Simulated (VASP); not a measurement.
# SrVO3 (Pm-3m) in VASP: a series of runs, part 2 of 2

VASP 6.6.1.

**3. Single point, PBEsol, collinear spin, ferromagnetic start (10.07 Å³/atom)**

This run uses another cell than the first one, of 10.07 Å³/atom.

Contents of INCAR:

```
ALGO = Normal
EDIFF = 1E-6
ENCUT = 520
GGA = PS
ISIF = 2
ISMEAR = 0
ISPIN = 2
LASPH = True
LCHARG = False
LMAXMIX = 4
LORBIT = 11
LREAL = False
LWAVE = False
MAGMOM = 0 0.22 0 0 0
NBANDS = 32
NELM = 150
PREC = Accurate
SIGMA = 0.1
```

Contents of KPOINTS:

```
k-points
0
Gamma
  10 10 10
```

Contents of POSCAR:

```
SrVO3
1.0
    3.6923993699      0.0000000000      0.0000000000
    0.0000000000      3.6923993699      0.0000000000
    0.0000000000      0.0000000000      3.6923993699
Sr V O
1 1 3
Direct
    0.5000000000      0.5000000000      0.5000000000
    0.0000000000      0.0000000000      0.0000000000
    0.5000000000      0.0000000000      0.0000000000
    0.0000000000      0.5000000000      0.0000000000
    0.0000000000      0.0000000000      0.5000000000
```

Potentials or basis: VASP PAW PBE potentials, release 64 (Sr_sv, V_sv, O).

On the command line:

```bash
$ cat potpaw_PBE.64/Sr_sv/POTCAR potpaw_PBE.64/V_sv/POTCAR potpaw_PBE.64/O/POTCAR > POTCAR
$ mpirun -np 1 vasp_std > vasp.out
```

OUTCAR:

```text
EDIFF = 1E-6
   ENCUT = 520
   GGA = PS
   ISIF = 2
   ISMEAR = 0
   ISPIN = 2
   LASPH = True
   LORBIT = 11
   LREAL = False
   NELM = 150
   PREC = Accurate

 ion  position               nearest neighbor table
   1  0.500  0.500  0.500-   3 2.61   4 2.61   5 2.61   3 2.61   4 2.61   3 2.61   5 2.61   3 2.61
                             4 2.61   5 2.61   4 2.61   5 2.61   2 3.20   2 3.20   2 3.20   2 3.20
   2  0.000  0.000  0.000-   3 1.85   4 1.85   5 1.85   5 1.85   4 1.85   3 1.85   1 3.20   1 3.20
                             1 3.20   1 3.20   1 3.20   1 3.20   1 3.20   1 3.20
   3  0.500  0.000  0.000-   2 1.85   2 1.85   1 2.61   1 2.61   1 2.61   1 2.61
   4  0.000  0.500  0.000-   2 1.85   2 1.85   1 2.61   1 2.61   1 2.61   1 2.61
   5  0.000  0.000  0.500-   2 1.85   2 1.85   1 2.61   1 2.61   1 2.61   1 2.61

  LATTYP: Found a simple cubic cell.
 ALAT       =     3.6923993699

  Lattice vectors:

 A1 = (   3.6923993699,   0.0000000000,   0.0000000000)
[... 1897 lines left out ...]
  --------------------------------------------------------------------------------------
  -------------------------------------------------------------------------------------
  Total        7.7021487      7.7021487      7.7021487      0.0000000      0.0000000     -0.0000000
  in kB      245.1300070    245.1300070    245.1300070      0.0000000      0.0000000     -0.0000000
  external PRESSURE =     245.1300070 kB  Pullay stress =       0.0000000 kB

 VOLUME and BASIS-vectors are now :
 -----------------------------------------------------------------------------
  energy-cutoff  :      520.00
  volume of cell :       50.34
      direct lattice vectors                 reciprocal lattice vectors
     3.692399370  0.000000000  0.000000000     0.270826609  0.000000000  0.000000000
     0.000000000  3.692399370  0.000000000     0.000000000  0.270826609  0.000000000
     0.000000000  0.000000000  3.692399370     0.000000000  0.000000000  0.270826609

 POSITION                                       TOTAL-FORCE (eV/Angst)
 -----------------------------------------------------------------------------------
      1.84620      1.84620      1.84620         0.000000      0.000000      0.000000
      0.00000      0.00000      0.00000         0.000000      0.000000      0.000000
      1.84620      0.00000      0.00000         0.000000      0.000000      0.000000
      0.00000      1.84620      0.00000         0.000000      0.000000      0.000000
      0.00000      0.00000      1.84620         0.000000      0.000000      0.000000
 -----------------------------------------------------------------------------------
    total drift:                                0.000000      0.000000     -0.000000

  FREE ENERGIE OF THE ION-ELECTRON SYSTEM (eV)
  ---------------------------------------------------
  free  energy   TOTEN  =       -41.0131504617 eV

  energy  without entropy=      -41.0031164406  energy(sigma->0) =      -41.00813345

 total charge

# of ion       s       p       d       tot
------------------------------------------
    1        2.005   5.795   0.286   8.087
    2        2.338   6.461   3.165  11.964
    3        1.566   3.527   0.000   5.092
    4        1.566   3.527   0.000   5.092
    5        1.566   3.527   0.000   5.092
--------------------------------------------------
tot          9.040  22.836   3.451  35.327

 magnetization (x)

# of ion       s       p       d       tot
------------------------------------------
    1       -0.000  -0.000   0.001   0.001
    2        0.001   0.001   0.175   0.177
    3       -0.000   0.001   0.000   0.001
    4       -0.000   0.001   0.000   0.001
    5       -0.000   0.001   0.000   0.001
--------------------------------------------------
tot          0.001   0.005   0.175   0.181
```

OSZICAR:

```text
N       E                     dE             d eps       ncg     rms          rms(c)
DAV:   1     0.377125866416E+03    0.37713E+03   -0.21362E+04  7168   0.134E+03
DAV:   2    -0.273328689686E+02   -0.40446E+03   -0.38621E+03  8424   0.397E+02
DAV:   3    -0.498330378954E+02   -0.22500E+02   -0.22269E+02  9256   0.983E+01
DAV:   4    -0.505438086096E+02   -0.71077E+00   -0.70951E+00 10280   0.118E+01
[... 11 lines left out ...]
DAV:  16    -0.410130483442E+02   -0.11024E-03   -0.12014E-04  8616   0.852E-02    0.589E-02
DAV:  17    -0.410131390918E+02   -0.90748E-04   -0.34608E-04  8728   0.139E-01    0.598E-02
DAV:  18    -0.410131374107E+02    0.16810E-05   -0.56910E-05  7992   0.628E-02    0.333E-02
DAV:  19    -0.410131499849E+02   -0.12574E-04   -0.27579E-05  8424   0.405E-02    0.135E-02
DAV:  20    -0.410131504617E+02   -0.47683E-06   -0.15460E-06  6168   0.831E-03
   1 F= -.41013150E+02 E0= -.41008133E+02  d E =-.100340E-01  mag=     0.2011
```

Wall time 93 s (1 thread of AMD EPYC 9R45 (Zen 5), shared host); peak memory 0.25 GiB.

Results:

```
Free energy                                           : -41.0132 eV
Pressure                                              : 24.5 GPa
Net moment                                            : 0.20 μB per cell
Site moments                                          : Sr +0.00; V +0.18; O +0.00 μB
Valence electrons inside the program's atomic spheres : Sr 8.09; V 11.96; O 5.09
```

Caveat: the cell stands under pressure; the PAW data sets were made with another functional, which shifts forces and pressure a little; semilocal functionals often make such compounds metallic where correlation or magnetic order opens a gap, which also shifts bond lengths. With open d or f shells a metallic result of PBEsol can be an artefact of self-interaction; +U or a hybrid may open a gap.

**4. Single point, PBEsol, collinear spin, ferromagnetic start (10.40 Å³/atom)**

This run uses another cell than the first one, of 10.40 Å³/atom.

Contents of INCAR:

```
PREC = Accurate
ENCUT = 520
EDIFF = 1E-6
ISMEAR = 0
SIGMA = 0.1
LREAL = F
LASPH = T
NELM = 150
ALGO = Normal
ISIF = 2
LWAVE = F
LCHARG = T
ISPIN = 2
MAGMOM = 0 0.22 0 0 0
LORBIT = 11
LMAXMIX = 4
GGA = PS
LELF = T
LVHAR = T
NBANDS = 32
```

Contents of KPOINTS:

```
regular mesh
0
Gamma
  10 10 10
```

POSCAR: that of step 3 with these lines changed.

```diff
@@ -2,5 +2,5 @@
 1.0
-    3.6923993699      0.0000000000      0.0000000000
-    0.0000000000      3.6923993699      0.0000000000
-    0.0000000000      0.0000000000      3.6923993699
+    3.7325372903      0.0000000000      0.0000000000
+    0.0000000000      3.7325372903      0.0000000000
+    0.0000000000      0.0000000000      3.7325372903
 Sr V O
```

On the command line:

```bash
$ cat potpaw_PBE.64/Sr_sv/POTCAR potpaw_PBE.64/V_sv/POTCAR potpaw_PBE.64/O/POTCAR > POTCAR
$ mpirun -np 1 vasp_std > vasp.out
```

Run time: 91 s. Hardware: 1 thread of AMD EPYC 9R45 (Zen 5), shared host; peak memory 0.25 GiB.

Results (log left out):

| Property | Result |
| --- | --- |
| Free energy | -41.2210 eV |
| Pressure | 15.3 GPa |
| Net moment | 0.23 μB per cell |
| Site moments | Sr +0.00; V +0.21; O +0.00 μB |
| Valence electrons inside the program's atomic spheres | Sr 8.06; V 11.86; O 5.07 |

Levels at points of the mesh, in eV from the Fermi level:
Spin up:
```tsv
k point	band 16	band 17	band 18	band 19	band 20	band 21	band 22	band 23	band 24	band 25
(0.00, 0.00, 0.00)	-3.63	-3.63	-2.58	-2.58	-2.58	-1.22	-1.22	-1.22	1.53	1.53
(0.50, 0.00, 0.00)	-5.06	-5.00	-4.67	-3.09	-3.09	-1.06	1.06	1.06	1.58	4.16
(0.50, 0.50, 0.00)	-5.75	-4.34	-3.93	-3.93	-2.35	1.04	1.04	1.41	2.75	6.19
(0.50, 0.50, 0.50)	-6.40	-6.40	-2.23	-2.23	-2.23	1.72	1.72	1.72	5.29	5.29
```
Spin down:
| k point | band 18 | band 19 | band 20 | band 21 | band 22 | band 23 |
| --- | --- | --- | --- | --- | --- | --- |
| (0.00, 0.00, 0.00) | -2.57 | -2.57 | -2.57 | -1.00 | -1.00 | -1.00 |
| (0.50, 0.00, 0.00) | -4.66 | -3.08 | -3.08 | -0.83 | 1.26 | 1.26 |
| (0.50, 0.50, 0.00) | -3.92 | -3.92 | -2.34 | 1.24 | 1.24 | 1.63 |
| (0.50, 0.50, 0.50) | -2.22 | -2.22 | -2.22 | 1.94 | 1.94 | 1.94 |

Caveat: the cell stands under pressure; a moment this small can come from the mesh or the smearing; the PAW data sets were made with another functional, which shifts forces and pressure a little; semilocal functionals often make such compounds metallic where correlation or magnetic order opens a gap, which also shifts bond lengths. With open d or f shells a metallic result of PBEsol can be an artefact of self-interaction; +U or a hybrid may open a gap.

**5. Overview**

```tsv
cell	gap on the mesh (eV)	pressure (GPa)	moment (μB)
a = 3.651 Å, 5 atoms	none	35.4	0.14
a = 3.692 Å, 5 atoms	none	24.5	0.20
a = 3.733 Å, 5 atoms	none	15.3	0.23
```

Alike in all rows: task single point; level PBEsol; potentials or basis VASP PAW PBE potentials, release 64 (Sr_sv, V_sv, O); spin collinear, ferromagnetic start; k mesh 10 × 10 × 10; cutoff (eV) 520; smearing gaussian 0.1 eV.

Caveats: the cell stands under pressure; the PAW data sets were made with another functional, which shifts forces and pressure a little; semilocal functionals often make such compounds metallic where correlation or magnetic order opens a gap, which also shifts bond lengths; a moment this small can come from the mesh or the smearing (at least some runs).

Total energies depend on the potentials used, so only differences within one code and one set of settings carry meaning.
